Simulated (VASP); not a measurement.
Crystal: ZrB2.

```
Zr B
1.0
     3.16752    0.00000    0.00000
    -1.58376    2.74316    0.00000
     0.00000    0.00000    3.55239
Zr B
1 2
Direct
  0.00000 0.00000 0.00000
  0.33333 0.66667 0.50000
  0.66667 0.33333 0.50000
```

```yaml
Program: VASP 6.6.1
Task: relaxation of cell and atoms
Functional: PBE
Dispersion: D3(BJ)
Potentials_or_basis: VASP PAW PBE potentials, release 64 (Zr_sv, B)
Cutoff: 600 eV
k_mesh: 18 × 18 × 14
Occupations: gaussian, width 0.1 eV
Spin: no spin polarisation
```

At the start: pressure -6.1 GPa; volume 10.29 Å³/atom.

Task: How do energy, volume and symmetry change on relaxing?

Result: Over 5 steps the energy falls by 5.3 meV/atom and the volume is 10.02 Å³/atom (-2.6 %); space group P6/mmm (No. 191, to 0.05 Å).

Step by step:
| step | energy change (eV) | largest force (eV/Å) | pressure (GPa) | volume (Å³) |
| --- | --- | --- | --- | --- |
| 1 | 0.0000 | 0.0000 | -6.11 | 30.87 |
| 2 | 0.0079 | 0.0000 | 8.39 | 29.15 |
| 3 | -0.0156 | 0.0000 | 0.04 | 30.08 |
| 4 | -0.0156 | 0.0000 | 0.14 | 30.06 |
| 5 | -0.0159 | 0.0000 | 0.10 | 30.06 |

Final structure:
```cif
data_structure
_symmetry_space_group_name_H-M 'P 1'
_symmetry_Int_Tables_number 1
_cell_length_a 3.1451
_cell_length_b 3.1451
_cell_length_c 3.5095
_cell_angle_alpha 90.000
_cell_angle_beta 90.000
_cell_angle_gamma 120.000
_cell_volume 30.06
loop_
_atom_site_label
_atom_site_type_symbol
_atom_site_fract_x
_atom_site_fract_y
_atom_site_fract_z
_atom_site_occupancy
Zr1 Zr 0.00000 0.00000 0.00000 1
B1 B 0.33333 0.66667 0.50000 1
B2 B 0.66667 0.33333 0.50000 1
```

Caveat: pairwise dispersion overbinds metals, which lowers pressure and volume.
